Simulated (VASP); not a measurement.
# HfSi2 (Cmcm) in VASP: a series of runs

Runs on HfSi2. Level: PBE. Tasks: single point, relaxation of cell and atoms.

All numbers are computed with VASP 6.6.1; they aren't measurements. Logs are shortened: lines on timing, memory, paths and dates and some standing lists are left out, and cuts for length are marked.

## (1) The cell of the first run

It takes space group Cmcm (No. 63, orthorhombic). Conventional cell: a = 3.682 Å, b = 14.595 Å, c = 3.659 Å, α = 90.00°, β = 90.00°, γ = 90.00°. Hf (site symmetry m2m) has 10 Si at 2.70 to 2.97 Å and 2 Hf at 3.58 Å within 3.6 Å. Si (site symmetry m2m) has 6 Si at 2.60 to 3.39 Å and 4 Hf at 2.80 Å within 3.4 Å. Si (site symmetry m2m) has 2 Si at 2.42 Å and 6 Hf at 2.70 to 2.97 Å within 3.2 Å.

## (2) Single point, PBE

INCAR reads:

```
PREC = Accurate ; ENCUT = 500
EDIFF = 1E-6 ; ISMEAR = 0
SIGMA = 0.1 ; LREAL = F
LASPH = T ; NELM = 120
ALGO = Normal ; ISIF = 2
LWAVE = F ; LCHARG = T
GGA = PE ; LELF = T
LVHAR = T ; NBANDS = 27
GGA_COMPAT = F
```

KPOINTS reads:

```
Automatic mesh
0
Gamma
  10 10 10
```

POSCAR reads:

```
HfSi2
1.0
    1.8410618199     -7.2974626460      0.0000000000
    1.8410618199      7.2974626460      0.0000000000
    0.0000000000      0.0000000000      3.6591759945
Hf Si
2 4
Direct
    0.8945215948      0.1054784052      0.2500000000
    0.1054784052      0.8945215948      0.7500000000
    0.2503137487      0.7496862513      0.2500000000
    0.7496862513      0.2503137487      0.7500000000
    0.4457603527      0.5542396473      0.7500000000
    0.5542396473      0.4457603527      0.2500000000
```

Potentials or basis: VASP PAW PBE potentials, release 64 (Hf_pv, Si).

Command:

```console
cat potpaw_PBE.64/Hf_pv/POTCAR potpaw_PBE.64/Si/POTCAR > POTCAR
mpirun -np 1 vasp_std > vasp.out
```

OUTCAR:

```text
PREC = Accurate
   ENCUT = 500
   EDIFF = 1E-6
   ISMEAR = 0
   LREAL = F
   LASPH = T
   NELM = 120
   ISIF = 2
   GGA = PE

 ion  position               nearest neighbor table
   1  0.895  0.105  0.250-   5 2.70   5 2.70   5 2.70   5 2.70   4 2.80   4 2.80   3 2.80   3 2.80
                             6 2.97   6 2.97   2 3.58   2 3.58
   2  0.105  0.895  0.750-   6 2.70   6 2.70   6 2.70   6 2.70   3 2.80   3 2.80   4 2.80   4 2.80
                             5 2.97   5 2.97   1 3.58   1 3.58
   3  0.250  0.750  0.250-   4 2.60   4 2.60   4 2.60   4 2.60   2 2.80   2 2.80   1 2.80   1 2.80

   4  0.750  0.250  0.750-   3 2.60   3 2.60   3 2.60   3 2.60   1 2.80   1 2.80   2 2.80   2 2.80

   5  0.446  0.554  0.750-   6 2.42   6 2.42   1 2.70   1 2.70   1 2.70   1 2.70   2 2.97   2 2.97

   6  0.554  0.446  0.250-   5 2.42   5 2.42   2 2.70   2 2.70   2 2.70   2 2.70   1 2.97   1 2.97

  LATTYP: Found a base centered orthorhombic cell.
 ALAT       =     3.6821236398
 B/A-ratio  =     3.9637249369
 C/A-ratio  =     0.9937678233

  Lattice vectors:

 A1 = (   1.8410618199,  -7.2974626460,   0.0000000000)
 A2 = (   1.8410618199,   7.2974626460,   0.0000000000)
 A3 = (   0.0000000000,   0.0000000000,   3.6591759945)

Analysis of symmetry for initial positions (statically):
=====================================================================
 Subroutine PRICEL returns:
 Original cell was already a primitive cell.

 Routine SETGRP: Setting up the symmetry group for a
 base centered orthorhombic supercell.

 Subroutine GETGRP returns: Found  8 space group operations
 (whereof  4 operations were pure point group operations)
 out of a pool of  8 trial point group operations.

The static configuration has the point symmetry C_2h.
 The point group associated with its full space group is D_2h.

Analysis of symmetry for dynamics (positions and initial velocities):
=====================================================================
 Subroutine PRICEL returns:
 Original cell was already a primitive cell.

 Routine SETGRP: Setting up the symmetry group for a
 base centered orthorhombic supercell.

 Subroutine GETGRP returns: Found  8 space group operations
 (whereof  4 operations were pure point group operations)
 out of a pool of  8 trial point group operations.

The dynamic configuration has the point symmetry C_2h.
 The point group associated with its full space group is D_2h.

 Subroutine INISYM returns: Found  8 space group operations
 (whereof  4 operations are pure point group operations),
 and found     1 'primitive' translations

----------------------------------------------------------------------------------------

                                     Primitive cell

  volume of cell :      98.3226

  direct lattice vectors                    reciprocal lattice vectors
     1.841061820 -7.297462646  0.000000000     0.271582407 -0.068516966  0.000000000
     1.841061820  7.297462646  0.000000000     0.271582407  0.068516966  0.000000000
     0.000000000  0.000000000  3.659175994     0.000000000  0.000000000  0.273285571

  length of vectors
     7.526119166  7.526119166  3.659175994     0.280092089  0.280092089  0.273285571

  position of ions in fractional coordinates (direct lattice)
     0.894521595  0.105478405  0.250000000
     0.105478405  0.894521595  0.750000000
     0.250313749  0.749686251  0.250000000
     0.749686251  0.250313749  0.750000000
     0.445760353  0.554239647  0.750000000
     0.554239647  0.445760353  0.250000000

  ion indices of the primitive-cell ions
   primitive index   ion index
                 1           1
                 2           2
                 3           3
                 4           4
                 5           5
                 6           6

----------------------------------------------------------------------------------------

 KPOINTS: Automatic mesh

Automatic generation of k-mesh.
 Grid dimensions read from file:
 generate k-points for:   10   10   10

 Generating k-lattice:

  Cartesian coordinates                     Fractional coordinates (reciprocal lattice)
     0.027158241 -0.006851697  0.000000000     0.100000000  0.000000000  0.000000000
     0.027158241  0.006851697  0.000000000     0.000000000  0.100000000  0.000000000
     0.000000000  0.000000000  0.027328557     0.000000000  0.000000000  0.100000000

  Length of vectors
     0.028009209  0.028009209  0.027328557

  Shift w.r.t. Gamma in fractional coordinates (k-lattice)
     0.000000000  0.000000000  0.000000000

 Subroutine IBZKPT returns following result:
 ===========================================

 Found    186 irreducible k-points:

 Following reciprocal coordinates:
            Coordinates               Weight
  0.000000  0.000000  0.000000      1.000000
  0.100000 -0.000000  0.000000      4.000000
  0.200000 -0.000000  0.000000      4.000000
  0.300000  0.000000  0.000000      4.000000
  0.400000 -0.000000  0.000000      4.000000
  0.500000  0.000000  0.000000      2.000000
[... 16 lines left out ...]
  0.300000  0.300000  0.000000      2.000000
  0.400000  0.300000  0.000000      4.000000
 [... further k-points ...]
   k-points           NKPTS =    186   k-points in BZ     NKDIM =    186   number of bands    NBANDS=     27
   number of dos      NEDOS =    301   number of ions     NIONS =      6
   total plane-waves  NPLWV =  87808
   dimension x,y,z NGX =    56 NGY =   56 NGZ =   28
   dimension x,y,z NGXF=   112 NGYF=  112 NGZF=   56
   ions per type =               2   4
   NGX,Y,Z   is equivalent  to a cutoff of  12.37, 12.37, 12.72 a.u.
   NGXF,Y,Z  is equivalent  to a cutoff of  24.74, 24.74, 25.44 a.u.
 SYSTEM =  unknown system
   PREC   = accura    normal or accurate (medium, high low for compatibility)
   ISTART =      0    job   : 0-new  1-cont  2-samecut
   ICHARG =      2    charge: 1-file 2-atom 10-const
   ISPIN  =      1    spin polarized calculation?
   LNONCOLLINEAR =      F non collinear calculations
   LSORBIT =      F    spin-orbit coupling
   LASPH  =      T    aspherical Exc in radial PAW
   ENCUT  =  500.0 eV  36.75 Ry    6.06 a.u.  13.72 13.72  6.67*2*pi/ulx,y,z
   NELM   =    120;   NELMIN=  2; NELMDL= -5     # of ELM steps
   EDIFF  = 0.1E-05   stopping-criterion for ELM
   LREAL  =      F    real-space projection
   EDIFFG = 0.1E-04   stopping-criterion for IOM
   NSW    =      0    number of steps for IOM
   IBRION =     -1    ionic relax: 0-MD 1-quasi-New 2-CG
   NFREE  =      0    steps in history (QN), initial steepest desc. (CG)
   ISIF   =      2    stress and relaxation
   ISYM   =      2    0-nonsym 1-usesym 2-fastsym
   POTIM  = 0.5000    time-step for ionic-motion
   TEBEG  =    0.0;   TEEND  =   0.0 temperature during run
   PSTRESS=    0.0 pullay stress
   NELECT =      36.0000    total number of electrons
   NUPDOWN=      -1.0000    fix difference up-down
   EMIN   =  10.00;   EMAX   =-10.00  energy-range for DOS
   EFERMI =   0.00;   METHOD = LEGACY
   ISMEAR =     0;   SIGMA  =   0.10  broadening in eV -4-tet -1-fermi 0-gaus
   EFERMI_NEDOS =   21; number of points for ismear=-14 and -15
   IALGO  =     38    algorithm
   IMIX   =      4    mixing-type and parameters
     AMIX     =   0.40;   BMIX     =  1.00
     AMIX_MAG =   1.60;   BMIX_MAG =  1.00
  volume/ion in A,a.u.               =      16.39       110.59
  Fermi-wavevector in a.u.,A,eV,Ry     =   1.171182  2.213214 18.662674  1.371668
  Thomas-Fermi vector in A             =   2.307630
   LORBIT       =      0    0 simple, 1 ext, 2 COOP (PROOUT), +10 PAW based schemes
   GGA     = PE    functional components
   LHFCALC =     F    Hartree Fock is set to
   AEXX    =    0.0000 exact exchange contribution
   IVDW    =     0    specifies the selected vdW correction
   LEPSILON=     F    determine dielectric tensor
   LRPA    =     F    only Hartree local field effects (RPA)
 non-spin polarized calculation
 Gauss-broadening in eV      SIGMA  =   0.10
  energy-cutoff  :      500.00
  volume of cell :       98.32
 maximum number of plane-waves:      2516
   NGX = 27   NGY = 27   NGZ = 13

 number of electron      35.9999997 magnetization

 Free energy of the ion-electron system (eV)
  ---------------------------------------------------
  ext. energy  EPLUGINS =         0.00000000
  ---------------------------------------------------
  free energy    TOTEN  =       -44.93580405 eV

  energy without entropy =      -44.92884557  energy(sigma->0) =      -44.93232481

 E-fermi :   8.3213     XC(G=0): -11.3610

 val. band max:        8.3201239169   @ k =   0.2000  -0.0000   0.4000
 cond. band min:       8.3241596014   @ k =   0.4000   0.4000   0.2000
 fundamental gap:      0.0040356845
 Fermi energy:         8.3213347630

 k-point     1 :       0.0000    0.0000    0.0000
  band No.  band energies     occupation
      1     -22.5216      2.00000
      2     -22.4358      2.00000
      3     -22.4205      2.00000
      4     -22.4061      2.00000
      5     -22.3905      2.00000
      6     -22.3621      2.00000
[... 19 lines left out ...]
     26      10.9276      0.00000
     27      12.6814      0.00000

 k-point     2 :       0.1000   -0.0000    0.0000
  band No.  band energies     occupation
      1     -22.5195      2.00000
      2     -22.4481      2.00000
      3     -22.4319      2.00000
      4     -22.4052      2.00000
      5     -22.3894      2.00000
      6     -22.3611      2.00000
[... 19 lines left out ...]
     26      11.9224      0.00000
     27      11.9502      0.00000

 k-point     3 :       0.2000   -0.0000    0.0000
  band No.  band energies     occupation
      1     -22.5140      2.00000
      2     -22.4800      2.00000
      3     -22.4614      2.00000
      4     -22.4032      2.00000
      5     -22.3863      2.00000
      6     -22.3585      2.00000
[... 594 lines left out ...]
      1     -22.5516      2.00000
      2     -22.5267      2.00000
      3     -22.4987      2.00000
      4     -22.4007      2.00000
      5     -22.3793      2.00000
      6     -22.3528      2.00000
[... 19 lines left out ...]
     26      11.8913      0.00000
     27      12.6429      0.00000

 k-point    24 :       0.4000    0.3000    0.0000
  band No.  band energies     occupation
      1     -22.5215      2.00000
      2     -22.5010      2.00000
      3     -22.4973      2.00000
      4     -22.4050      2.00000
      5     -22.3822      2.00000
      6     -22.3556      2.00000
[... 19 lines left out ...]
     26      12.3906      0.00000
     27      12.6387      0.00000

 [... further k-points ...]
[... 5 lines left out ...]
  --------------------------------------------------------------------------------------
  -------------------------------------------------------------------------------------
  Total        0.0173451     -0.0089663     -0.0486790      0.0000000      0.0000000      0.0000000
  in kB        0.2826400     -0.1461075     -0.7932289      0.0000000      0.0000000      0.0000000
  external PRESSURE =      -0.2188988 kB  Pullay stress =       0.0000000 kB

 VOLUME and BASIS-vectors are now :
 -----------------------------------------------------------------------------
  energy-cutoff  :      500.00
  volume of cell :       98.32
      direct lattice vectors                 reciprocal lattice vectors
     1.841061820 -7.297462646  0.000000000     0.271582407 -0.068516966  0.000000000
     1.841061820  7.297462646  0.000000000     0.271582407  0.068516966  0.000000000
     0.000000000  0.000000000  3.659175994     0.000000000  0.000000000  0.273285571

 POSITION                                       TOTAL-FORCE (eV/Angst)
 -----------------------------------------------------------------------------------
      1.84106     -5.75801      0.91479         0.000000     -0.005068     -0.000000
      1.84106      5.75801      2.74438         0.000000      0.005068      0.000000
      1.84106      3.64415      0.91479         0.000000      0.002346      0.000000
      1.84106     -3.64415      2.74438         0.000000     -0.002346      0.000000
      1.84106      0.79162      2.74438         0.000000     -0.020305      0.000000
      1.84106     -0.79162      0.91479         0.000000      0.020305      0.000000
 -----------------------------------------------------------------------------------
    total drift:                                0.000000      0.000000      0.000000

  FREE ENERGIE OF THE ION-ELECTRON SYSTEM (eV)
  ---------------------------------------------------
  free  energy   TOTEN  =       -44.9358040548 eV

  energy  without entropy=      -44.9288455703  energy(sigma->0) =      -44.93232481
```

Run time: 7.5 min. Hardware: 1 thread of AMD EPYC 7R13 (Zen 3), shared host; peak memory 0.52 GiB.

What came out:

- Free energy: -44.9358 eV
- Pressure: 0.0 GPa
- Largest force: 0.020 eV/Å
- Band gap on the k mesh: zero (band 18 reaches 8.82 eV, above the bottom of band 19 at 7.91 eV)

Forces on the atoms (eV/Å):
```
Hf   0.000 -0.005  0.000
Hf   0.000  0.005  0.000
Si   0.000  0.002  0.000
Si   0.000 -0.002  0.000
Si   0.000 -0.020  0.000
Si   0.000  0.020  0.000
```

Levels at points of the mesh, in eV from the Fermi level:
```tsv
k point	band 14	band 15	band 16	band 17	band 18	band 19	band 20	band 21	band 22	band 23
(0.00, 0.00, 0.00)	-2.64	-2.54	-2.53	-2.53	-0.09	1.20	1.33	1.66	1.87	2.04
(0.50, 0.00, 0.00)	-2.72	-1.97	-1.58	-0.86	-0.51	-0.42	0.80	0.84	2.10	2.30
(0.50, 0.50, 0.00)	-2.83	-2.81	-2.12	-1.60	0.33	1.22	1.34	1.54	1.94	2.03
(0.00, 0.00, 0.50)	-2.53	-1.96	-1.96	-0.08	-0.08	0.06	0.06	1.66	1.66	2.20
(0.50, 0.00, 0.50)	-4.18	-3.51	-3.51	-2.41	-2.41	1.89	1.89	2.74	2.74	3.29
(0.50, 0.50, 0.50)	-3.26	-2.29	-2.29	-0.95	-0.95	0.02	0.02	2.42	2.42	3.18
```

Caveat: spin-orbit coupling is left out, which moves the levels of the heavy elements.

## (3) Relaxation of cell and atoms, PBE

This run uses another cell than the first one, of 16.18 Å³/atom, 0.987 times its volume.

INCAR reads:

```
SYSTEM = HfSi2
  ALGO = Normal
  EDIFF = 1E-7
  EDIFFG = -0.005
  ENCUT = 500
  GGA = PE
  GGA_COMPAT = .False.
  IBRION = 2
  ISIF = 3
  ISMEAR = 0
  LASPH = .True.
  LCHARG = .False.
  LREAL = .False.
  LWAVE = .False.
  NELM = 120
  NELMIN = 4
  NSW = 100
  PREC = Accurate
  SIGMA = 0.1
```

KPOINTS reads:

```
k-points
0
Gamma
  10 10 10
  0 0 0
```

POSCAR reads:

```
HfSi2
1.0
    1.8233878400     -7.2959444800      0.0000000000
    1.8233878400      7.2959444800      0.0000000000
    0.0000000000      0.0000000000      3.6486058400
Hf Si
2 4
Direct
    0.8942634500      0.1057365500      0.2500000000
    0.1057365500      0.8942634500      0.7500000000
    0.2502079700      0.7497920300      0.2500000000
    0.7497920300      0.2502079700      0.7500000000
    0.4471721000      0.5528279000      0.7500000000
    0.5528279000      0.4471721000      0.2500000000
```

Potentials or basis: VASP PAW PBE potentials, release 64 (Hf_pv, Si).

Command:

```console
cat potpaw_PBE.64/Hf_pv/POTCAR potpaw_PBE.64/Si/POTCAR > POTCAR
mpirun -np 1 vasp_std > vasp.out
```

It took 39 min on 1 thread of Intel Xeon Platinum 8488C (Sapphire Rapids), shared host; peak memory 0.52 GiB.

The run converged. Its results:

```
Free energy                            : -44.9356 eV
Relaxed volume                         : 16.38 Å³/atom
Relaxed cell                           : a = 7.528 Å, b = 7.528 Å, c = 3.658 Å, α = 90.00°, β = 90.00°, γ = 151.69°
Space group after relaxing (to 0.05 Å) : Cmcm (No. 63)
Energy gained by relaxing              : 2.0 meV/atom
Ionic steps                            : 10
Pressure after relaxing                : 0.0 GPa
Largest force after relaxing           : 0.005 eV/Å
Band gap on the k mesh                 : zero (band 18 reaches 8.83 eV, above the bottom of band 19 at 7.91 eV)
```

Forces on the atoms (eV/Å):
```
Hf   0.000 -0.005  0.000
Hf   0.000  0.005  0.000
Si   0.000  0.001  0.000
Si   0.000 -0.001  0.000
Si   0.000 -0.003  0.000
Si   0.000  0.003  0.000
```

The path:
| step | energy change (eV) | largest force (eV/Å) | pressure (GPa) | volume (Å³) |
| --- | --- | --- | --- | --- |
| 1 | 0.0000 | 0.1797 | 1.98 | 97.08 |
| 2 | -0.0012 | 0.0489 | -2.05 | 99.92 |
| 3 | -0.0099 | 0.1099 | -0.15 | 98.52 |
| 4 | -0.0114 | 0.0678 | -0.08 | 98.46 |
| 5 | -0.0119 | 0.0231 | -0.01 | 98.39 |
| 6 | -0.0122 | 0.0161 | -0.02 | 98.36 |
| 7 | -0.0123 | 0.0117 | -0.03 | 98.35 |
| 8 | -0.0123 | 0.0037 | 0.04 | 98.29 |
| 9 | -0.0123 | 0.0057 | 0.03 | 98.30 |
| 10 | -0.0123 | 0.0049 | 0.03 | 98.29 |

Final structure:
```cif
data_structure
_symmetry_space_group_name_H-M 'P 1'
_symmetry_Int_Tables_number 1
_cell_length_a 7.5275
_cell_length_b 7.5275
_cell_length_c 3.6578
_cell_angle_alpha 90.000
_cell_angle_beta 90.000
_cell_angle_gamma 151.689
_cell_volume 98.29
loop_
_atom_site_label
_atom_site_type_symbol
_atom_site_fract_x
_atom_site_fract_y
_atom_site_fract_z
_atom_site_occupancy
Hf1 Hf 0.89451 0.10549 0.25000 1
Hf2 Hf 0.10549 0.89451 0.75000 1
Si1 Si 0.25031 0.74969 0.25000 1
Si2 Si 0.74969 0.25031 0.75000 1
Si3 Si 0.44588 0.55412 0.75000 1
Si4 Si 0.55412 0.44588 0.25000 1
```

Levels at points of the mesh, in eV from the Fermi level:
| k point | band 14 | band 15 | band 16 | band 17 | band 18 | band 19 | band 20 | band 21 | band 22 |
| --- | --- | --- | --- | --- | --- | --- | --- | --- | --- |
| (0.00, 0.00, 0.00) | -2.64 | -2.54 | -2.53 | -2.53 | -0.09 | 1.20 | 1.33 | 1.66 | 1.88 |
| (0.50, 0.00, 0.00) | -2.71 | -1.97 | -1.58 | -0.86 | -0.51 | -0.41 | 0.81 | 0.84 | 2.10 |
| (0.50, 0.50, 0.00) | -2.83 | -2.80 | -2.13 | -1.60 | 0.33 | 1.23 | 1.34 | 1.54 | 1.94 |
| (0.00, 0.00, 0.50) | -2.53 | -1.96 | -1.96 | -0.08 | -0.08 | 0.06 | 0.06 | 1.66 | 1.66 |
| (0.50, 0.00, 0.50) | -4.18 | -3.51 | -3.51 | -2.41 | -2.41 | 1.89 | 1.89 | 2.74 | 2.74 |
| (0.50, 0.50, 0.50) | -3.26 | -2.29 | -2.29 | -0.95 | -0.95 | 0.02 | 0.02 | 2.42 | 2.42 |

Caveat: spin-orbit coupling is left out, which moves the levels of the heavy elements.
